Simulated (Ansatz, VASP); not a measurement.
Two plane-wave programs on TaN

```
CELL_PARAMETERS angstrom
2.97666 0.00000 0.00000
-1.48833 2.57787 0.00000
0.00000 0.00000 2.92094
ATOMIC_POSITIONS crystal
Ta 0.00000 0.00000 0.50000
N 0.66667 0.33333 0.00000
```

Alike in both runs: task single point; functional HSE06; k mesh 6 × 6 × 6; occupations fermi-dirac, width 0.05 eV; no spin polarisation.

|  | VASP | Ansatz |
| --- | --- | --- |
| version | VASP 6.6.1 | Ansatz 0.2.0 |
| potentials or method | VASP PAW PBE potentials, release 64 (Ta_pv, N) | Ansatz PAW |
| plane-wave cutoff (eV) | 520 | 420 |
| valence electrons in the cell | 16 | 18 |

|  | VASP | Ansatz | Ansatz less VASP |
| --- | --- | --- | --- |
| gap on the k mesh at the Fermi level (eV) | none | none | - |
| pressure (GPa) | -17.1 | -16.5 | +0.63 |
| traceless stress, the component that is largest in VASP (GPa) | -1.03 | -1.02 | +0.010 |

A gap of «none» marks a metal or a gap that the smearing closes. VASP's potentials hold 16 valence electrons a cell and Ansatz's 18, so a difference there can come from the potentials and not from the codes.

The k mesh is coarse, so the values compare programs but aren't converged. Neither program's run includes spin-orbit coupling.
